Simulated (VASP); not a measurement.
BaS: single point with r2SCAN

The system is BaS.

```
CELL_PARAMETERS angstrom
3.14844 3.14844 0.00000
-3.14844 3.14844 0.00000
0.00000 3.14844 3.23688
ATOMIC_POSITIONS crystal
Ba 0.00000 0.00000 0.00000
S 0.50000 0.50000 0.00000
```

This cell differs from its parent crystal: in-plane strain -0.02, then relaxed in part.

```json
{"Program": "VASP 6.6.1", "Task": "single point", "Functional": "r2SCAN", "Potentials or basis": "VASP PAW PBE potentials, release 64 (Ba_sv, S)", "Cutoff": "520 eV", "k mesh": "6 × 6 × 6", "Occupations": "gaussian, width 0.01 eV", "Spin": "no spin polarisation", "Dipole correction": "no", "Further INCAR settings": "ALGO = Normal; EDIFF = 1e-07; NBANDS = 15"}
```

The pressure is 2.3 GPa and the band gap on the k mesh is 2.40 eV (least direct gap 2.52 eV).

Stress tensor (GPa, compression positive):
```
3.22 0.00 0.00
0.00 3.22 0.00
0.00 0.00 0.47
```

Levels at points of the mesh, in eV from the valence-band top:
```csv
k point,band 6,band 7,band 8,band 9,band 10,band 11
"(0.00, 0.00, 0.00)",-0.10,0.00,0.00,4.14,4.22,4.34
"(0.50, 0.00, 0.00)",-1.98,-1.16,-1.14,6.06,6.15,6.85
"(0.50, 0.50, 0.00)",-0.48,-0.23,-0.12,2.40,6.46,6.88
"(0.00, 0.00, 0.50)",-0.64,-0.12,-0.12,2.42,6.48,6.79
```

Wall time 120 s on 1 thread of AMD EPYC 9R45 96-Core Processor (Zen 5) (shared host), peak memory 0.19 GiB.

Caveat: the cell differs from its parent crystal (in-plane strain -0.02, then relaxed in part); the PAW data sets were made with another functional, which shifts forces and pressure a little; spin-orbit coupling is left out, which moves the levels of the heavy elements. A k mesh can miss the band edges.
